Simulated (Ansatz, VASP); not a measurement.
One calculation of Ta2NO, two programs

```
Ta O N
1.0
    -4.45527   -0.49284    4.36661
    -4.94811   -4.94811    0.00000
    -0.49284   -4.45527    4.36661
Ta O N
8 4 4
Direct
  0.26040 0.73960 0.26040
  0.26040 0.23960 0.26040
  0.26610 0.75000 0.73390
  0.25653 0.25000 0.74347
  0.74347 0.75000 0.25653
  0.73390 0.25000 0.26610
  0.73960 0.76040 0.73960
  0.73960 0.26040 0.73960
  0.00000 0.50000 0.00000
  0.00000 0.00000 0.00000
  0.00000 0.50000 0.50000
  0.50000 0.00000 0.00000
  0.00000 0.00000 0.50000
  0.50000 0.50000 0.00000
  0.50000 0.50000 0.50000
  0.50000 0.00000 0.50000
```

Alike in both runs: functional PBEsol; k mesh 4 × 4 × 4; occupations gaussian, width 0.1 eV; no spin polarisation.

Ansatz relaxed the structure, and its values are those at the end. VASP's run is a single point on that final structure, the one shown.

```csv
,VASP,Ansatz
version,VASP 6.6.1,Ansatz 0.2.0
potentials or method,"VASP PAW PBE potentials, release 64 (Ta_pv, O, N), cutoff 520 eV","scalar-relativistic, plane waves, PAW"
valence electrons in the cell,132,148
```

|  | VASP | Ansatz | Ansatz less VASP |
| --- | --- | --- | --- |
| gap on the k mesh at the Fermi level (eV) | none | none | - |
| pressure (GPa) | 0.9 | 0.0 | -0.88 |

VASP's potentials were made for PBE, not for PBEsol. A gap of «none» marks a metal or a gap that the smearing closes. VASP's potentials hold 132 valence electrons a cell and Ansatz's 148, so a difference there can come from the potentials and not from the codes.

Spin-orbit coupling is off throughout.
